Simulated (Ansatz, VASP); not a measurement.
**One calculation of Re, two programs**

Contents of INCAR:

```
SYSTEM = Re
PREC = Accurate
ENCUT = 520
EDIFF = 1E-8
ISMEAR = -1
SIGMA = 0.03
LREAL = .FALSE.
LASPH = .TRUE.
NELM = 60
ALGO = Normal
ISIF = 2
LWAVE = .FALSE.
LCHARG = .FALSE.
GGA = PE
LEFG = .TRUE.
NBANDS = 10
```

Contents of KPOINTS:

```
Automatic mesh
0
G
  14 14 14
  0 0 0
```

File POSCAR:

```
Re
1.0
   -0.0395000000      1.9552500000      1.9552500000
    1.9552500000     -0.0395000000      1.9552500000
    1.9552500000      1.9552500000     -0.0395000000
Re
1
Direct
    0.0000000000      0.0000000000      0.0000000000
```

Input for Ansatz:

```yaml
crystal:
  lattice:
    - [-0.0395, 1.95525, 1.95525]
    - [1.95525, -0.0395, 1.95525]
    - [1.95525, 1.95525, -0.0395]
  atoms:
    - { symbol: Re, position: [0.0, 0.0, 0.0] }
kpoints:
  mp_grid: { grid: [14, 14, 14] }
scf:
  occupations: { method: fermi_dirac, width: 0.03 }
hamiltonian:
  xc: pbe
  pseudopotentials: { kind: paw }
output:
  forces: true
  stress: true
  eigenvalues: true
  efg: { contact_densities: true }
```

Change from the starting cell: equal xy, yz and zx shear strains of -2 %, PAW files.

Alike in both runs: task electric field gradients; functional PBE; k mesh 14 × 14 × 14; occupations fermi-dirac, width 0.03 eV; no spin polarisation.

|  | VASP | Ansatz |
| --- | --- | --- |
| version | VASP 6.6.1 | Ansatz 0.2.0 |
| potentials or method | VASP PAW PBE potentials, release 64 (Re) | PAW with Ansatz's default frozen-core files, scalar-relativistic |
| plane-wave cutoff (eV) | 520 | 420 |
| valence electrons in the cell | 7 | 15 |

|  | VASP | Ansatz | Ansatz less VASP |
| --- | --- | --- | --- |
| pressure (GPa) | -9.4 | -8.7 | +0.70 |
| traceless stress, the component that is largest in VASP (GPa) | 3.18 | 3.24 | +0.059 |
| size of Vzz on the site where it differs most (V/Å²) | 65.4 | 57.1 | -8.38 |

The functional is the same, so the differences come from potentials, cutoffs and numerics. VASP's potentials hold 7 valence electrons a cell and Ansatz's 15, so a difference there can come from the potentials and not from the codes.

Spin-orbit coupling is off throughout.
